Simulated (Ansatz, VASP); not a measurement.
# One calculation of Pd, two programs

```
Pd
1.0
    -0.03890    1.92545    1.92545
     1.92545   -0.03890    1.92545
     1.92545    1.92545   -0.03890
Pd
1
Direct
  0.00000 0.00000 0.00000
```

Change from the starting cell: equal xy, yz and zx shear strains of -2 %.

Alike in both runs: task single point; functional PBE; k mesh 18 × 18 × 18; occupations fermi-dirac, width 0.05 eV; no spin polarisation.

```csv
,VASP,Ansatz
version,VASP 6.6.1,Ansatz 0.2.0
potentials or method,"VASP PAW PBE potentials, release 64 (Pd), cutoff 520 eV","all-electron LAPW, scalar-relativistic"
```

```csv
,VASP,Ansatz,Ansatz less VASP
pressure (GPa),7.5,7.7,+0.26
"traceless stress, the component that is largest in VASP (GPa)",1.57,1.57,+0.001
```

Ansatz ran all-electron here, and VASP with PAW potentials.
